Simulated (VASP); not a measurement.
# CdS (gw) (I-4m2) in VASP: single point with PBEsol

Aim: the single point of CdS (gw) with PBEsol.

Program: VASP 6.6.1. These are calculated values, not measurements. Logs are shortened: lines on timing, memory, paths and dates and some standing lists are left out, and cuts for length are marked.

## Step 1: The cell of the first run

It takes space group I-4m2 (No. 119, tetragonal). Conventional cell: a = 4.078 Å, b = 4.078 Å, c = 5.909 Å, α = 90.00°, β = 90.00°, γ = 90.00°. Within 3.3 Å of Cd (site symmetry -4m2) lie 4 S at 2.52 Å. Within 3.3 Å of S (site symmetry -4m2) lie 4 Cd at 2.52 Å.

## Step 2: Single point, PBEsol

INCAR

```
SYSTEM = CdS
  PREC = Accurate
  ENCUT = 500
  EDIFF = 1E-6
  ISMEAR = 0
  SIGMA = 0.01
  LREAL = .False.
  LASPH = .True.
  NELM = 120
  ALGO = Normal
  ISIF = 2
  LWAVE = .False.
  LCHARG = .False.
  GGA = PS
  NBANDS = 16
  GGA_COMPAT = .False.
```

KPOINTS

```
regular mesh
0
Gamma
  4 4 4
  0 0 0
```

POSCAR

```
CdS
1.0
    0.0000000000      2.8833750000      2.9547141760
    2.8833750000      0.0000000000      2.9547141760
    2.8833750000      2.8833750000      0.0000000000
Cd S
1 1
Direct
    0.0000000000      0.0000000000      0.0000000000
    0.2500000000      0.2500000000      0.2500000000
```

Potentials or basis: VASP PAW PBE potentials, release 64 (Cd, S).

Started as:

```sh
cat potpaw_PBE.64/Cd/POTCAR potpaw_PBE.64/S/POTCAR > POTCAR
mpirun -np 1 vasp_std > vasp.out
```

OUTCAR:

```text
SYSTEM = CdS
   PREC = Accurate
   ENCUT = 500
   EDIFF = 1E-6
   ISMEAR = 0
   LREAL = .False.
   LASPH = .True.
   NELM = 120
   ISIF = 2
   GGA = PS

 ion  position               nearest neighbor table
   1  0.000  0.000  0.000-   2 2.52   2 2.52   2 2.52   2 2.52
   2  0.250  0.250  0.250-   1 2.52   1 2.52   1 2.52   1 2.52

  LATTYP: Found a body centered tetragonal cell.
 ALAT       =     4.0777080304
 C/A-ratio  =     1.4492034025

  Lattice vectors:

 A1 = (  -2.8833750000,   0.0000000000,   2.9547141760)
 A2 = (   2.8833750000,   0.0000000000,   2.9547141760)
 A3 = (   0.0000000000,   2.8833750000,  -2.9547141760)

Analysis of symmetry for initial positions (statically):
=====================================================================
 Subroutine PRICEL returns:
 Original cell was already a primitive cell.

 Routine SETGRP: Setting up the symmetry group for a
 body centered tetragonal supercell.

 Subroutine GETGRP returns: Found  8 space group operations
 (whereof  8 operations were pure point group operations)
 out of a pool of 16 trial point group operations.

The static configuration has the point symmetry D_2d.

Analysis of symmetry for dynamics (positions and initial velocities):
=====================================================================
 Subroutine PRICEL returns:
 Original cell was already a primitive cell.

 Routine SETGRP: Setting up the symmetry group for a
 body centered tetragonal supercell.

 Subroutine GETGRP returns: Found  8 space group operations
 (whereof  8 operations were pure point group operations)
 out of a pool of 16 trial point group operations.

The dynamic configuration has the point symmetry D_2d.

 Subroutine INISYM returns: Found  8 space group operations
 (whereof  8 operations are pure point group operations),
 and found     1 'primitive' translations

----------------------------------------------------------------------------------------

                                     Primitive cell

  volume of cell :      49.1301

  direct lattice vectors                    reciprocal lattice vectors
     0.000000000  2.883375000  2.954714176    -0.173407899  0.173407899  0.169221106
     2.883375000  0.000000000  2.954714176     0.173407899 -0.173407899  0.169221106
     2.883375000  2.883375000  0.000000000     0.173407899  0.173407899 -0.169221106

  length of vectors
     4.128460640  4.128460640  4.077708030     0.297953656  0.297953656  0.297953656

  position of ions in fractional coordinates (direct lattice)
[... 67 lines left out ...]
   EDIFF  = 0.1E-05   stopping-criterion for ELM
   LREAL  =      F    real-space projection
   EDIFFG = 0.1E-04   stopping-criterion for IOM
   NSW    =      0    number of steps for IOM
   IBRION =     -1    ionic relax: 0-MD 1-quasi-New 2-CG
   NFREE  =      0    steps in history (QN), initial steepest desc. (CG)
   ISIF   =      2    stress and relaxation
   ISYM   =      2    0-nonsym 1-usesym 2-fastsym
   POTIM  = 0.5000    time-step for ionic-motion
   TEBEG  =    0.0;   TEEND  =   0.0 temperature during run
   PSTRESS=    0.0 pullay stress
   NELECT =      18.0000    total number of electrons
   NUPDOWN=      -1.0000    fix difference up-down
   EMIN   =  10.00;   EMAX   =-10.00  energy-range for DOS
   EFERMI =   0.00;   METHOD = LEGACY
   ISMEAR =     0;   SIGMA  =   0.01  broadening in eV -4-tet -1-fermi 0-gaus
   EFERMI_NEDOS =   21; number of points for ismear=-14 and -15
   IALGO  =     38    algorithm
   IMIX   =      4    mixing-type and parameters
     AMIX     =   0.40;   BMIX     =  1.00
     AMIX_MAG =   1.60;   BMIX_MAG =  1.00
  volume/ion in A,a.u.               =      24.57       165.77
  Fermi-wavevector in a.u.,A,eV,Ry     =   1.171430  2.213682 18.670578  1.372249
  Thomas-Fermi vector in A             =   2.307874
   LORBIT       =      0    0 simple, 1 ext, 2 COOP (PROOUT), +10 PAW based schemes
   GGA     = PS    functional components
   LHFCALC =     F    Hartree Fock is set to
   AEXX    =    0.0000 exact exchange contribution
   IVDW    =     0    specifies the selected vdW correction
   LEPSILON=     F    determine dielectric tensor
   LRPA    =     F    only Hartree local field effects (RPA)
 non-spin polarized calculation
 Gauss-broadening in eV      SIGMA  =   0.01
  energy-cutoff  :      500.00
  volume of cell :       49.13
 maximum number of plane-waves:      1265
   NGX = 15   NGY = 15   NGZ = 15

 number of electron      18.0000005 magnetization

 Free energy of the ion-electron system (eV)
  ---------------------------------------------------
  ext. energy  EPLUGINS =         0.00000000
  ---------------------------------------------------
  free energy    TOTEN  =        -6.77357772 eV

  energy without entropy =       -6.77357772  energy(sigma->0) =       -6.77357772

 E-fermi :   1.4617     XC(G=0):  -9.4158

 val. band max:        1.3476652189   @ k =   0.0000   0.0000   0.0000
 cond. band min:       2.3359986353   @ k =   0.0000   0.0000   0.0000
 fundamental gap:      0.9883334164
 Fermi energy:         1.4616827448

 k-point     1 :       0.0000    0.0000    0.0000
  band No.  band energies     occupation
      1     -11.1205      2.00000
      2      -6.4769      2.00000
      3      -6.4613      2.00000
      4      -6.4613      2.00000
      5      -5.9742      2.00000
      6      -5.9630      2.00000
[... 224 lines left out ...]
      3      -6.2192      2.00000
      4      -6.0075      2.00000
      5      -5.9669      2.00000
      6      -5.3032      2.00000
[... 8 lines left out ...]
     15      14.4299      0.00000
     16      14.8279      0.00000

------------------------ aborting loop because EDIFF is reached ----------------------------------------

  FORCE on cell =-STRESS in cart. coord.  units (eV):
  Direction    XX          YY          ZZ          XY          YZ          ZX
  --------------------------------------------------------------------------------------
  -------------------------------------------------------------------------------------
  Total        0.3234019      0.3234019      0.1752675      0.0000000     -0.0000000      0.0000000
  in kB       10.5464280     10.5464280      5.7156304      0.0000000     -0.0000000      0.0000000
  external PRESSURE =       8.9361622 kB  Pullay stress =       0.0000000 kB

 VOLUME and BASIS-vectors are now :
 -----------------------------------------------------------------------------
  energy-cutoff  :      500.00
  volume of cell :       49.13
      direct lattice vectors                 reciprocal lattice vectors
     0.000000000  2.883375000  2.954714176    -0.173407899  0.173407899  0.169221106
     2.883375000  0.000000000  2.954714176     0.173407899 -0.173407899  0.169221106
     2.883375000  2.883375000  0.000000000     0.173407899  0.173407899 -0.169221106

 POSITION                                       TOTAL-FORCE (eV/Angst)
 -----------------------------------------------------------------------------------
      0.00000      0.00000      0.00000         0.000000      0.000000     -0.000000
      1.44169      1.44169      1.47736         0.000000      0.000000      0.000000
 -----------------------------------------------------------------------------------
    total drift:                               -0.000000     -0.000000     -0.000000

  FREE ENERGIE OF THE ION-ELECTRON SYSTEM (eV)
  ---------------------------------------------------
  free  energy   TOTEN  =        -6.7735777152 eV

  energy  without entropy=       -6.7735777152  energy(sigma->0) =       -6.77357772
```

stdout:

```text
POSCAR found type information on POSCAR CdS
 POSCAR found :  2 types and       2 ions
 scaLAPACK will be used
 -----------------------------------------------------------------------------
|                                                                             |
|                                                                             |
|     You enforced a specific xc type in the INCAR file but a different       |
|     I HOPE YOU KNOW WHAT YOU ARE DOING!                                     |
|                                                                             |
 -----------------------------------------------------------------------------

 LDA part: xc-table for (Slater+PW92), standard interpolation
 POSCAR, INCAR and KPOINTS ok, starting setup
 FFT: planning ... GRIDC
 FFT: planning ... GRID_SOFT
 FFT: planning ... GRID
 WAVECAR not read
 entering main loop
```

Wall time 9.1 s (1 thread of Intel Xeon Platinum 8375C at 2.90GHz (Ice Lake), shared host); peak memory 0.16 GiB.

Results:

| Property | Result |
| --- | --- |
| Free energy | -6.7736 eV |
| Pressure | 0.9 GPa |
| Band gap on the k mesh | 0.99 eV, direct |

Levels at points of the mesh, in eV from the valence-band top:
| k point | band 5 | band 6 | band 7 | band 8 | band 9 | band 10 | band 11 | band 12 | band 13 | band 14 |
| --- | --- | --- | --- | --- | --- | --- | --- | --- | --- | --- |
| (0.00, 0.00, 0.00) | -7.32 | -7.31 | -0.08 | 0.00 | 0.00 | 0.99 | 6.40 | 6.40 | 6.40 | 11.15 |
| (0.50, 0.00, 0.00) | -7.27 | -6.92 | -4.58 | -0.86 | -0.75 | 2.86 | 6.78 | 6.97 | 7.33 | 10.86 |
| (0.50, 0.50, 0.00) | -7.23 | -6.89 | -4.19 | -1.91 | -1.91 | 3.39 | 4.36 | 8.92 | 10.73 | 10.73 |
| (0.50, 0.00, 0.50) | -7.22 | -6.84 | -4.04 | -2.03 | -1.99 | 3.30 | 4.15 | 9.17 | 10.52 | 10.80 |

Caveat: the k points lie up to 0.47 Å⁻¹ apart; the PAW data sets were made with another functional, which shifts forces and pressure a little.
